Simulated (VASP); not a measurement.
# Li (Fm-3m) in VASP: further runs

Runs on Li. Level: PBE. Tasks: single point.

Everything below comes from runs of VASP 6.6.1. Logs are shortened: lines on timing, memory, paths and dates and some standing lists are left out, and cuts for length are marked.

**1. The cell of the first run**

It takes space group Fm-3m (No. 225, cubic). Conventional cell: a = 4.079 Å, b = 4.079 Å, c = 4.079 Å, α = 90.00°, β = 90.00°, γ = 90.00°. Within 3.8 Å of Li (site symmetry m-3m) lie 12 Li at 2.88 Å.

This isn't the form of Li at room conditions, which is bcc.

**2. Single point, PBE (16.97 Å³/atom)**

Contents of INCAR:

```
SYSTEM = Li
PREC = Accurate
ENCUT = 520
EDIFF = 1E-6
ISMEAR = 0
SIGMA = 0.05
LREAL = .FALSE.
LASPH = .TRUE.
NELM = 80
ALGO = Fast
ISIF = 2
LWAVE = .FALSE.
LCHARG = .TRUE.
GGA = PE
LELF = .TRUE.
LVHAR = .TRUE.
NBANDS = 8
```

Contents of KPOINTS:

```
regular mesh
0
G
  18 18 18
  0 0 0
```

Contents of POSCAR:

```
Li
1.0
    0.0000000000      2.0395270338      2.0395270338
    2.0395270338      0.0000000000      2.0395270338
    2.0395270338      2.0395270338      0.0000000000
Li
1
Direct
    0.0000000000      0.0000000000      0.0000000000
```

Potentials or basis: VASP PAW PBE potentials, release 64 (Li_sv).

Run with:

```console
cat potpaw_PBE.64/Li_sv/POTCAR > POTCAR
mpirun -np 1 vasp_std > vasp.out
```

OUTCAR:

```text
SYSTEM = Li
   PREC = Accurate
   ENCUT = 520
   EDIFF = 1E-6
   ISMEAR = 0
   LREAL = .FALSE.
   LASPH = .TRUE.
   NELM = 80
   ISIF = 2
   GGA = PE

 ion  position               nearest neighbor table
   1  0.000  0.000  0.000-

  LATTYP: Found a face centered cubic cell.
 ALAT       =     4.0790540676

  Lattice vectors:

 A1 = (   0.0000000000,   2.0395270338,   2.0395270338)
 A2 = (   2.0395270338,   0.0000000000,   2.0395270338)
 A3 = (   2.0395270338,   2.0395270338,   0.0000000000)

Analysis of symmetry for initial positions (statically):
=====================================================================
 Subroutine PRICEL returns:
 Original cell was already a primitive cell.

 Routine SETGRP: Setting up the symmetry group for a
 face centered cubic supercell.

 Subroutine GETGRP returns: Found 48 space group operations
 (whereof 48 operations were pure point group operations)
 out of a pool of 48 trial point group operations.

The static configuration has the point symmetry O_h .

Analysis of symmetry for dynamics (positions and initial velocities):
=====================================================================
 Subroutine PRICEL returns:
 Original cell was already a primitive cell.

 Routine SETGRP: Setting up the symmetry group for a
 face centered cubic supercell.

 Subroutine GETGRP returns: Found 48 space group operations
 (whereof 48 operations were pure point group operations)
 out of a pool of 48 trial point group operations.

The dynamic configuration has the point symmetry O_h .

 Subroutine INISYM returns: Found 48 space group operations
 (whereof 48 operations are pure point group operations),
 and found     1 'primitive' translations

----------------------------------------------------------------------------------------

                                     Primitive cell

  volume of cell :      16.9675

  direct lattice vectors                    reciprocal lattice vectors
     0.000000000  2.039527034  2.039527034    -0.245154877  0.245154877  0.245154877
     2.039527034  0.000000000  2.039527034     0.245154877 -0.245154877  0.245154877
     2.039527034  2.039527034  0.000000000     0.245154877  0.245154877 -0.245154877

  length of vectors
     2.884326792  2.884326792  2.884326792     0.424620703  0.424620703  0.424620703

  position of ions in fractional coordinates (direct lattice)
     0.000000000  0.000000000  0.000000000

  ion indices of the primitive-cell ions
   primitive index   ion index
[... 76 lines left out ...]
   NSW    =      0    number of steps for IOM
   IBRION =     -1    ionic relax: 0-MD 1-quasi-New 2-CG
   NFREE  =      0    steps in history (QN), initial steepest desc. (CG)
   ISIF   =      2    stress and relaxation
   ISYM   =      2    0-nonsym 1-usesym 2-fastsym
   POTIM  = 0.5000    time-step for ionic-motion
   TEBEG  =    0.0;   TEEND  =   0.0 temperature during run
   PSTRESS=    0.0 pullay stress
   NELECT =       3.0000    total number of electrons
   NUPDOWN=      -1.0000    fix difference up-down
   EMIN   =  10.00;   EMAX   =-10.00  energy-range for DOS
   EFERMI =   0.00;   METHOD = LEGACY
   ISMEAR =     0;   SIGMA  =   0.05  broadening in eV -4-tet -1-fermi 0-gaus
   EFERMI_NEDOS =   21; number of points for ismear=-14 and -15
   IALGO  =     68    algorithm
   IMIX   =      4    mixing-type and parameters
     AMIX     =   0.40;   BMIX     =  1.00
     AMIX_MAG =   1.60;   BMIX_MAG =  1.00
  volume/ion in A,a.u.               =      16.97       114.50
  Fermi-wavevector in a.u.,A,eV,Ry     =   0.918845  1.736366 11.487084  0.844277
  Thomas-Fermi vector in A             =   2.043973
   LORBIT       =      0    0 simple, 1 ext, 2 COOP (PROOUT), +10 PAW based schemes
   GGA     = PE    functional components
   LHFCALC =     F    Hartree Fock is set to
   AEXX    =    0.0000 exact exchange contribution
   IVDW    =     0    specifies the selected vdW correction
   LEPSILON=     F    determine dielectric tensor
   LRPA    =     F    only Hartree local field effects (RPA)
 non-spin polarized calculation
 RMM-DIIS sequential band-by-band and
 Gauss-broadening in eV      SIGMA  =   0.05
  energy-cutoff  :      520.00
  volume of cell :       16.97
 maximum number of plane-waves:       471
 NGX is ok and might be reduce to    24
   NGX = 11   NGY = 11   NGZ = 11

 number of electron       3.0000000 magnetization

 Free energy of the ion-electron system (eV)
  ---------------------------------------------------
  ext. energy  EPLUGINS =         0.00000000
  ---------------------------------------------------
  free energy    TOTEN  =        -1.87885949 eV

  energy without entropy =       -1.87851977  energy(sigma->0) =       -1.87868963

 E-fermi :   1.1671     XC(G=0):  -7.4921

 val. band max:        1.1670149059   @ k =   0.5000   0.2222   0.0556
 cond. band min:       1.2027415549   @ k =   0.5000   0.1111   0.0000
 fundamental gap:      0.0357266489
 Fermi energy:         1.1670974076

 k-point     1 :       0.0000    0.0000    0.0000
  band No.  band energies     occupation
      1     -45.0810      2.00000
      2      -2.6162      2.00000
      3      17.4313      0.00000
      4      17.4313      0.00000
      5      17.4313      0.00000
      6      21.5991      0.00000
      7      21.5991      0.00000
      8      21.5991      0.00000
[... 243 lines left out ...]
 k-point    24 :      -0.2222    0.0556    0.0000
  band No.  band energies     occupation
      1     -45.0634      2.00000
      2      -1.4699      2.00000
      3      10.5170      0.00000
      4      14.9462      0.00000
      5      16.7481      0.00000
      6      20.9338      0.00000
      7      21.7097      0.00000
      8      22.5213      0.00000

 [... further k-points ...]

------------------------ aborting loop because EDIFF is reached ----------------------------------------

  FORCE on cell =-STRESS in cart. coord.  units (eV):
  Direction    XX          YY          ZZ          XY          YZ          ZX
  --------------------------------------------------------------------------------------
  -------------------------------------------------------------------------------------
  Total        0.3294924      0.3294924      0.3294924      0.0000000     -0.0000000      0.0000000
  in kB       31.1126888     31.1126888     31.1126888      0.0000000     -0.0000000      0.0000000
  external PRESSURE =      31.1126888 kB  Pullay stress =       0.0000000 kB

 VOLUME and BASIS-vectors are now :
 -----------------------------------------------------------------------------
  energy-cutoff  :      520.00
  volume of cell :       16.97
      direct lattice vectors                 reciprocal lattice vectors
     0.000000000  2.039527034  2.039527034    -0.245154877  0.245154877  0.245154877
     2.039527034  0.000000000  2.039527034     0.245154877 -0.245154877  0.245154877
     2.039527034  2.039527034  0.000000000     0.245154877  0.245154877 -0.245154877

 POSITION                                       TOTAL-FORCE (eV/Angst)
 -----------------------------------------------------------------------------------
      0.00000      0.00000      0.00000        -0.000000     -0.000000      0.000000
 -----------------------------------------------------------------------------------
    total drift:                                0.000000      0.000000     -0.000000

  FREE ENERGIE OF THE ION-ELECTRON SYSTEM (eV)
  ---------------------------------------------------
  free  energy   TOTEN  =        -1.8788594870 eV

  energy  without entropy=       -1.8785197720  energy(sigma->0) =       -1.87868963
```

OSZICAR:

```text
N       E                     dE             d eps       ncg     rms          rms(c)
DAV:   1    -0.198821200007E+00   -0.19882E+00   -0.73728E+02  3152   0.271E+02
DAV:   2    -0.186325375884E+01   -0.16644E+01   -0.16088E+01  4568   0.334E+01
DAV:   3    -0.187938229823E+01   -0.16129E-01   -0.16128E-01  3520   0.270E+00
DAV:   4    -0.187955728409E+01   -0.17499E-03   -0.17499E-03  5008   0.233E-01
DAV:   5    -0.187955756853E+01   -0.28444E-06   -0.28445E-06  3632   0.622E-03    0.206E-01
RMM:   6    -0.187891377430E+01    0.64379E-03   -0.20514E-04  4454   0.716E-02    0.131E-01
RMM:   7    -0.187884303101E+01    0.70743E-04   -0.11523E-03  4883   0.158E-01    0.231E-02
RMM:   8    -0.187885502769E+01   -0.11997E-04   -0.11370E-04  4926   0.522E-02    0.389E-03
RMM:   9    -0.187885784610E+01   -0.28184E-05   -0.44954E-05  4951   0.301E-02    0.620E-03
RMM:  10    -0.187885297963E+01    0.48665E-05   -0.17118E-05  4787   0.201E-02    0.214E-02
RMM:  11    -0.187885710152E+01   -0.41219E-05   -0.47170E-06  4362   0.105E-02    0.862E-03
RMM:  12    -0.187885944709E+01   -0.23456E-05   -0.15346E-06  3823   0.551E-03    0.196E-03
RMM:  13    -0.187885948695E+01   -0.39860E-07   -0.55512E-07  3135   0.322E-03
   1 F= -.18788595E+01 E0= -.18786896E+01  d E =-.339715E-03
```

stdout:

```text
POSCAR found type information on POSCAR Li
 POSCAR found :  1 types and       1 ions
 scaLAPACK will be used
 LDA part: xc-table for (Slater+PW92), standard interpolation
 POSCAR, INCAR and KPOINTS ok, starting setup
 FFT: planning ... GRIDC
 FFT: planning ... GRID_SOFT
 FFT: planning ... GRID
 WAVECAR not read
 entering main loop
```

It took 39 s on 1 thread of Intel Xeon 8259CL, shared host; peak memory 0.14 GiB.

What came out:

```yaml
Free_energy: -1.8789 eV
Band_gap_on_the_k_mesh: zero (an odd number of electrons rules out a gap without spin polarisation)
```

Caveat: the cutoff is under 1.25 times the usual one of these potentials, so pressure, stress and relaxed cells hold a basis-set (Pulay) error.

**3. Single point, PBE (17.78 Å³/atom)**

This run uses another cell than the first one, of 17.78 Å³/atom.

Contents of INCAR:

```
ALGO = Normal
EDIFF = 1E-7
ENCUT = 520
GGA = PE
ISIF = 2
ISMEAR = 0
LASPH = True
LCHARG = False
LREAL = False
LWAVE = False
NBANDS = 8
NELM = 100
PREC = Accurate
SIGMA = 0.05
```

Contents of KPOINTS:

```
k-points
0
Gamma
  18 18 18
```

Contents of POSCAR:

```
Li
1.0
    0.0000000000      2.0713997918      2.0713997918
    2.0713997918      0.0000000000      2.0713997918
    2.0713997918      2.0713997918      0.0000000000
Li
1
Direct
    0.0000000000      0.0000000000      0.0000000000
```

Potentials or basis: VASP PAW PBE potentials, release 64 (Li_sv).

Run with:

```console
cat potpaw_PBE.64/Li_sv/POTCAR > POTCAR
mpirun -np 1 vasp_std > vasp.out
```

It took 35 s on 1 thread of Intel Xeon 8259CL, shared host; peak memory 0.14 GiB.

The run converged. Its results:

| Item | Value |
| --- | --- |
| Free energy | -1.8926 eV |
| Band gap on the k mesh | zero (an odd number of electrons rules out a gap without spin polarisation) |

Levels at points of the mesh, in eV from the Fermi level:
| k point | band 1 | band 2 | band 3 | band 4 | band 5 | band 6 |
| --- | --- | --- | --- | --- | --- | --- |
| (0.00, 0.00, 0.00) | -46.32 | -3.73 | 15.74 | 15.74 | 15.74 | 19.83 |
| (0.50, 0.00, 0.00) | -46.29 | -0.08 | 3.38 | 13.84 | 13.84 | 18.01 |
| (0.50, 0.50, 0.00) | -46.28 | 1.62 | 5.19 | 9.20 | 9.20 | 11.51 |

Caveat: the cutoff is under 1.25 times the usual one of these potentials, so pressure, stress and relaxed cells hold a basis-set (Pulay) error.
